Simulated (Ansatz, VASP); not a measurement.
# ZrB in VASP and in Ansatz

```
CELL_PARAMETERS angstrom
0.00000 2.32500 2.32500
2.32500 0.00000 2.32500
2.32500 2.32500 0.00000
ATOMIC_POSITIONS crystal
Zr 0.00000 0.00000 0.00000
B 0.50000 0.50000 0.50000
```

Alike in both runs: task single point; functional LDA; k mesh 18 × 18 × 18; occupations gaussian, width 0.15 eV; no spin polarisation.

```csv
,VASP,Ansatz
version,VASP 6.6.1,Ansatz 0.2.0
potentials or method,"VASP PAW LDA potentials, release 64 (Zr_sv, B), cutoff 520 eV","scalar-relativistic, plane waves, PAW"
valence electrons in the cell,15,15
```

|  | VASP | Ansatz | Ansatz less VASP |
| --- | --- | --- | --- |
| gap on the k mesh at the Fermi level (eV) | none | none | - |
| pressure (GPa) | 25.8 | 25.3 | -0.46 |

LDA's correlation is that of Perdew and Zunger in VASP and of Perdew and Wang (1992) in Ansatz. A gap of «none» marks a metal or a gap that the smearing closes.
